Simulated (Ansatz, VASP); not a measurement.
# B2SbP3 in VASP and in Ansatz

```
B Sb P
1.0
     3.73689    0.00000    0.00000
    -1.86845    3.23624    0.00000
     0.00000    0.00000    9.07742
B Sb P
2 1 3
Direct
  0.33333 0.66667 0.67169
  0.66667 0.33333 0.32831
  0.00000 0.00000 0.00000
  0.00000 0.00000 0.50000
  0.33333 0.66667 0.15693
  0.66667 0.33333 0.84307
```

Change from the starting cell: species swapped into the In3SbTe2 type (P-3m1, No. 164).

Alike in both runs: task relaxation of cell and atoms; functional PBE; k mesh 6 × 6 × 2; occupations gaussian, width 0.1 eV; no spin polarisation.

|  | VASP | Ansatz |
| --- | --- | --- |
| version | VASP 6.6.1 | Ansatz 0.2.0 |
| potentials or method | VASP PAW PBE potentials, release 64 (B, Sb, P), cutoff 600 eV | scalar-relativistic, plane waves, PAW |
| valence electrons in the cell | 26 | 36 |

Ansatz gave:

```
gap on the k mesh at the Fermi level, each at its own relaxed structure (eV) : none
relaxed volume (Å³/atom)                                                     : 14.39
relaxed cell length with the largest relative difference (Å)                 : 9.860
```

Problem. Which values does VASP return?

Solution. gap on the k mesh at the Fermi level, each at its own relaxed structure (eV): none; relaxed volume (Å³/atom): 14.41; relaxed cell length with the largest relative difference (Å): 9.887.

A gap of «none» marks a metal or a gap that the smearing closes. VASP's potentials hold 26 valence electrons a cell and Ansatz's 36, so a difference there can come from the potentials and not from the codes.

Spin-orbit coupling is off throughout. Noted on VASP's run: the volume moved by over 15 % at a fixed basis, so the end points are rough.
